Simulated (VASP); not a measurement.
Input of a VASP 6.6.1 run:

The input INCAR:

```
PREC     = Accurate       # precision mode
ENCUT    = 520            # plane-wave cutoff, eV
EDIFF    = 1E-7           # SCF threshold, eV
ISMEAR   = 0              # smearing method
SIGMA    = 0.02           # smearing width, eV
LREAL    = Auto         
LASPH    = T              # aspherical terms in the spheres
NELM     = 60             # most SCF steps
ALGO     = Normal         # electronic algorithm
ISIF     = 2              # what is computed and relaxed
LWAVE    = F              # write WAVECAR
LCHARG   = F              # write CHGCAR
GGA      = PE             # functional
NBANDS   = 79             # bands
```

The input KPOINTS:

```
Automatic mesh
0
Gamma
  2 2 2
```

POSCAR

```
Zn7O8
1.0
   -3.2494000000     -5.6281260000      0.0000000000
    4.8741000000     -2.8140630000      0.0000000000
    0.0000000000      0.0000000000      5.2038000000
Zn O
7 8
Direct
    0.4955126470      0.3351861982     -0.0029887716
    0.4932111275      0.6708441751      0.5050893277
    0.2499504109      0.1581308937      0.4990780930
    0.0044272850      0.3349964871     -0.0025891781
    0.0056850317      0.6707497289      0.5054562951
    0.7495533520      0.8323501201      0.0037893709
    0.7497755206      0.1700521036      0.5017499910
    0.4995769437      0.3345741384      0.3785735916
    0.5217468477      0.6545368595      0.8726692418
    0.2494402004      0.8321063390      0.3979713037
    0.2499773704      0.1947940664      0.8676076518
    0.0000368317      0.3344280971      0.3787241984
   -0.0224616849      0.6543959641      0.8734766623
    0.7494150344      0.8343418249      0.3834217374
    0.7498962818      0.1643785039      0.8851840848
```

Potentials or basis: VASP PAW PBE potentials, release 64 (Zn, O).

Launch:

```console
$ cat potpaw_PBE.64/Zn/POTCAR potpaw_PBE.64/O/POTCAR > POTCAR
$ mpirun -np 1 vasp_std > vasp.out
```

Q: Predict the band gap on the k mesh.

A: Zero (band 66 reaches 0.44 eV, above the bottom of band 67 at 0.03 eV).

Q: Predict the largest force.

A: 0.061 eV/Å.

Forces in eV/Å, atoms in the order of the input:
```
Zn  -0.020  0.009  0.021
Zn  -0.001 -0.004 -0.031
Zn   0.006  0.004 -0.021
Zn  -0.019  0.014  0.010
Zn   0.005  0.003 -0.022
Zn   0.020 -0.012  0.020
Zn  -0.008  0.005  0.006
O   -0.006  0.003 -0.003
O    0.053  0.016  0.026
O    0.011 -0.006 -0.055
O   -0.036  0.027  0.040
O   -0.002  0.000  0.006
O    0.013 -0.056 -0.003
O   -0.005 -0.006  0.004
O   -0.010  0.005  0.002
```

Caveat: the k points lie up to 0.60 Å⁻¹ apart.
